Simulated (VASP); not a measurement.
# TiB2 in VASP: further runs, part 2 of 2

VASP 6.6.1. Earlier steps stand in the parts before.

**3. Single point, PBE**

Input file INCAR:

```
PREC = Accurate ; ENCUT = 520
EDIFF = 1E-6 ; ISMEAR = 0
SIGMA = 0.2 ; LREAL = F
LASPH = T ; NELM = 60
ALGO = Normal ; ISIF = 2
LWAVE = F ; LCHARG = F
GGA = PE ; NBANDS = 27
```

Input file KPOINTS:

```
regular mesh
0
Gamma
  8 6 4
```

Input file POSCAR:

```
TiB2
1.0
   -3.0296375455      0.0001286526     -0.0001687196
   -0.0001347170      0.0002523383     -3.2264542945
    0.0001762202     -5.2525613979      0.0004532934
Ti B
2 4
Direct
    1.0000031258      0.0000003114      1.0000003734
    0.4999970238      0.0000024506      0.4999996016
   -0.0000074450      0.5000015235      0.6666846316
    0.4999943679      0.5000016519      0.1666844166
    0.5000072060      0.4999962575      0.8333156344
    0.0000057215      0.4999978052      0.3333153423
```

Potentials or basis: VASP PAW PBE potentials, release 64 (Ti_sv, B).

On the command line:

```sh
$ cat potpaw_PBE.64/Ti_sv/POTCAR potpaw_PBE.64/B/POTCAR > POTCAR
$ mpirun -np 1 vasp_std > vasp.out
```

It took 93 s on 1 thread of Intel Xeon Platinum 8259CL at 2.50GHz (Skylake/Cascade Lake), shared host; peak memory 0.24 GiB.

Results (log left out):

```
Free energy            : -48.8558 eV
Pressure               : 0.3 GPa
Band gap on the k mesh : zero (band 18 reaches 10.17 eV, above the bottom of band 19 at 9.80 eV)
```

Levels at points of the mesh, in eV from the Fermi level:
```tsv
k point	band 15	band 16	band 17	band 18	band 19	band 20	band 21	band 22
(0.00, 0.00, 0.00)	-2.56	-2.27	-2.22	-2.07	1.38	1.92	1.93	2.77
(0.50, 0.00, 0.00)	-2.72	-2.72	-0.35	-0.34	0.32	0.32	1.13	1.13
(0.00, 0.50, 0.00)	-3.11	-0.52	-0.51	-0.15	-0.14	0.47	0.48	1.69
(0.50, 0.50, 0.00)	-4.04	-4.04	-2.70	-2.70	2.44	2.44	3.19	3.19
(0.00, 0.00, 0.50)	-2.83	-2.83	-1.79	-1.79	1.64	1.64	2.12	2.12
(0.50, 0.00, 0.50)	-3.17	-3.17	-2.23	-2.23	1.37	1.37	2.77	2.77
(0.00, 0.50, 0.50)	-3.46	-3.46	-1.37	-1.37	1.52	1.52	2.08	2.08
(0.50, 0.50, 0.50)	-3.78	-3.78	-3.10	-3.10	2.52	2.52	2.95	2.95
```

**4. Single point, PBE**

This run uses another cell than the first one: it holds 3 atoms, not 6.

Input file INCAR:

```
  PREC = Accurate
  ENCUT = 520
  EDIFF = 1E-6
  ISMEAR = 0
  SIGMA = 0.1
  LREAL = False
  LASPH = True
  NELM = 60
  ALGO = Normal
  ISIF = 2
  LWAVE = False
  LCHARG = False
  GGA = PE
  NBANDS = 16
```

Input file KPOINTS:

```
Automatic mesh
0
Gamma
  18 18 14
```

Input file POSCAR:

```
TiB2
1.0
    3.0318048489      0.0000000000      0.0000000000
   -1.5159024245      2.6256200185      0.0000000000
    0.0000000000      0.0000000000      3.2242294749
Ti B
1 2
Direct
    0.0000000000      0.0000000000      0.0000000000
    0.3333333333      0.6666666667      0.5000000000
    0.6666666667      0.3333333333      0.5000000000
```

Potentials or basis: VASP PAW PBE potentials, release 64 (Ti_sv, B).

On the command line:

```sh
$ cat potpaw_PBE.64/Ti_sv/POTCAR potpaw_PBE.64/B/POTCAR > POTCAR
$ mpirun -np 1 vasp_std > vasp.out
```

OUTCAR:

```text
PREC = Accurate
   ENCUT = 520
   EDIFF = 1E-6
   ISMEAR = 0
   LREAL = False
   LASPH = True
   NELM = 60
   ISIF = 2
   GGA = PE

 ion  position               nearest neighbor table
   1  0.000  0.000  0.000-   2 2.38   3 2.38   2 2.38   3 2.38   3 2.38   3 2.38   2 2.38   2 2.38
                             3 2.38   3 2.38   2 2.38   2 2.38
   2  0.333  0.667  0.500-   3 1.75   3 1.75   3 1.75   1 2.38   1 2.38   1 2.38   1 2.38   1 2.38
                             1 2.38
   3  0.667  0.333  0.500-   2 1.75   2 1.75   2 1.75   1 2.38   1 2.38   1 2.38   1 2.38   1 2.38
                             1 2.38

  LATTYP: Found a hexagonal cell.
[... 655 lines left out ...]
  --------------------------------------------------------------------------------------
  -------------------------------------------------------------------------------------
  Total        0.0371938      0.0371938      0.0425324     -0.0000000      0.0000000      0.0000000
  in kB        2.3217840      2.3217840      2.6550413     -0.0000000      0.0000000      0.0000000
  external PRESSURE =       2.4328698 kB  Pullay stress =       0.0000000 kB

 VOLUME and BASIS-vectors are now :
 -----------------------------------------------------------------------------
  energy-cutoff  :      520.00
  volume of cell :       25.67
      direct lattice vectors                 reciprocal lattice vectors
     3.031804849  0.000000000  0.000000000     0.329836533  0.190431211  0.000000000
    -1.515902424  2.625620018  0.000000000     0.000000000  0.380862422  0.000000000
     0.000000000  0.000000000  3.224229475     0.000000000  0.000000000  0.310151622

 POSITION                                       TOTAL-FORCE (eV/Angst)
 -----------------------------------------------------------------------------------
      0.00000      0.00000      0.00000         0.000000      0.000000      0.000000
     -0.00000      1.75041      1.61211        -0.000000      0.000000     -0.000000
      1.51590      0.87521      1.61211        -0.000000     -0.000000      0.000000
 -----------------------------------------------------------------------------------
    total drift:                               -0.000000      0.000000      0.000000

  FREE ENERGIE OF THE ION-ELECTRON SYSTEM (eV)
  ---------------------------------------------------
  free  energy   TOTEN  =       -24.4306779365 eV

  energy  without entropy=      -24.4289422616  energy(sigma->0) =      -24.42981010
```

It took 56 s on 1 thread of Intel Xeon Platinum 8259CL at 2.50GHz (Skylake/Cascade Lake), shared host; peak memory 0.23 GiB.

What came out:

```
Free energy            : -24.4307 eV
Pressure               : 0.2 GPa
Band gap on the k mesh : zero (band 9 reaches 10.40 eV, above the bottom of band 10 at 9.80 eV)
```

**5. The runs side by side**

| cell | k mesh | smearing | gap on the mesh (eV) | pressure (GPa) |
| --- | --- | --- | --- | --- |
| a = 3.032, b = 3.224, c = 5.251 Å, 6 atoms | 8 × 6 × 4 | gaussian 0.2 eV | none | 0.3 |
| a = 3.030, b = 3.226, c = 5.253 Å, 6 atoms | 8 × 6 × 4 | gaussian 0.2 eV | none | 0.3 |
| a = 3.032, b = 3.032, c = 3.224 Å, angles 90.0, 90.0, 120.0°, 3 atoms | 18 × 18 × 14 | gaussian 0.1 eV | none | 0.2 |

Alike in all rows: task single point; level PBE; potentials or basis VASP PAW PBE potentials, release 64 (Ti_sv, B); no spin polarisation; cutoff (eV) 520.

Absolute energies hang on the potentials; compare differences alone.
